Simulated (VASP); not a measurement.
The system is ZnCu.

```
CELL_PARAMETERS angstrom
2.96450 0.00000 0.00000
0.00000 2.96450 0.00000
0.00000 0.00000 2.96450
ATOMIC_POSITIONS crystal
Zn 0.50000 0.50000 0.50000
Cu 0.00000 0.00000 0.00000
```

Base run:

| Property | Result |
| --- | --- |
| Program | VASP 6.6.1 |
| Functional | PBE |
| Potentials or basis | VASP PAW PBE potentials, release 64 (Zn, Cu) |
| Cutoff | 520 eV |
| k mesh | 9 × 9 × 9 |
| Occupations | fermi-dirac, width 0.05 eV |
| Spin | no spin polarisation |

Its results: pressure 0.7 GPa.

Q: The run is repeated on the same cell with these changes: functional from PBE to r2SCAN; cutoff from 520 eV to 660 eV. What comes out?

A: Pressure -4.9 GPa.

Caveats: the PAW data sets were made with another functional, which shifts forces and pressure a little (some runs).
